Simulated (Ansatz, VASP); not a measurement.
# Ru in VASP and in Ansatz

INCAR

```
SYSTEM = Ru
  PREC = Accurate
  ENCUT = 520
  EDIFF = 1E-6
  ISMEAR = -1
  SIGMA = 0.08
  LREAL = .FALSE.
  LASPH = .TRUE.
  NELM = 100
  ALGO = Normal
  ISIF = 2
  LWAVE = .FALSE.
  LCHARG = .TRUE.
  GGA = PE
  LELF = .TRUE.
  LVHAR = .TRUE.
  NBANDS = 21
```

File KPOINTS:

```
Automatic mesh
0
G
  18 18 10
  0 0 0
```

Contents of POSCAR:

```
Ru
1.0
    2.7207384562      0.0000000000      0.0000000000
   -1.3603692281      2.3562286201      0.0000000000
    0.0000000000      0.0000000000      4.2960587739
Ru
2
Direct
    0.3333333333      0.6666666667      0.2500000000
    0.6666666667      0.3333333333      0.7500000000
```

Input for Ansatz:

```yaml
crystal:
  lattice:
    - [2.7207384562, 0.0, 0.0]
    - [-1.3603692281, 2.3562286201, 0.0]
    - [0.0, 0.0, 4.2960587739]
  atoms:
    - { symbol: Ru, position: [0.3333333333, 0.6666666667, 0.25] }
    - { symbol: Ru, position: [0.6666666667, 0.3333333333, 0.75] }
kpoints:
  mp_grid: { grid: [18, 18, 10] }
  band_path:
    path:
      - [0.0, 0.0, 0.0]
      - [0.5, 0.0, 0.0]
      - [0.3333333333, 0.3333333333, 0.0]
      - [0.0, 0.0, 0.0]
      - [0.0, 0.0, 0.5]
      - [0.5, 0.0, 0.5]
      - [0.3333333333, 0.3333333333, 0.5]
      - [0.0, 0.0, 0.5]
      - [0.5, 0.0, 0.5]
    npoints: 8
scf:
  occupations: { method: fermi_dirac, width: 0.08 }
hamiltonian:
  xc: pbe
  pseudopotentials: { kind: paw }
output:
  forces: true
  stress: true
  eigenvalues: true
  populations: true
  dos: { projected: true, de: 0.2, e_range: [-14, 8] }
```

Change from the starting cell: volume scaled by 1, PAW files.

Alike in both runs: task single point; functional PBE; k mesh 18 × 18 × 10; occupations fermi-dirac, width 0.08 eV; no spin polarisation.

|  | VASP | Ansatz |
| --- | --- | --- |
| version | VASP 6.6.1 | Ansatz 0.2.0 |
| potentials or method | VASP PAW PBE potentials, release 64 (Ru_pv) | PAW with Ansatz's default frozen-core files, scalar-relativistic |
| plane-wave cutoff (eV) | 520 | 420 |
| valence electrons in the cell | 28 | 32 |

VASP gave:

- pressure (GPa): -0.1

What did Ansatz give for the same quantities?

Pressure (GPa): 0.0.

With one functional, cell and mesh, what is left measures potentials, basis and numerics. VASP's potentials hold 28 valence electrons a cell and Ansatz's 32, so a difference there can come from the potentials and not from the codes.
